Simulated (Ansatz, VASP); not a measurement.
## PtS2: VASP beside Ansatz

```
Pt S
1.0
     1.76444    1.01870    5.52305
    -1.76444    1.01870    5.52305
     0.00000   -2.03740    5.52305
Pt S
1 2
Cartesian
  0.0000 0.0000 0.0000
  0.0000 0.0000 4.2799
  0.0000 0.0000 12.2893
```

Alike in both runs: task single point; functional PBEsol; k mesh 6 × 6 × 6; no spin polarisation.

|  | VASP | Ansatz |
| --- | --- | --- |
| version | VASP 6.6.1 | Ansatz 0.2.0 |
| potentials or method | VASP PAW PBE potentials, release 64 (Pt, S) | plane waves, PAW |
| plane-wave cutoff (eV) | 520 | 420 |
| occupations | gaussian, width 0.01 eV | fixed |
| valence electrons in the cell | 22 | 30 |

VASP gave:

| Property | Result |
| --- | --- |
| gap on the k mesh at the Fermi level (eV) | 1.26 |
| pressure (GPa) | -1.3 |
| traceless stress, the component that is largest in VASP (GPa) | -0.34 |
| rms of the force components (eV/Å) | 0.146 |

Task: What did Ansatz give for the same quantities?

Result: gap on the k mesh at the Fermi level (eV): 1.25; pressure (GPa): -1.0; traceless stress, the component that is largest in VASP (GPa): -0.43; rms of the force components (eV/Å): 0.136.

VASP's potentials were made for PBE, not for PBEsol. Atom by atom the forces differ by 0.010 eV/Å (rms over components). VASP's potentials hold 22 valence electrons a cell and Ansatz's 30, so a difference there can come from the potentials and not from the codes.

Spin-orbit coupling is off throughout.
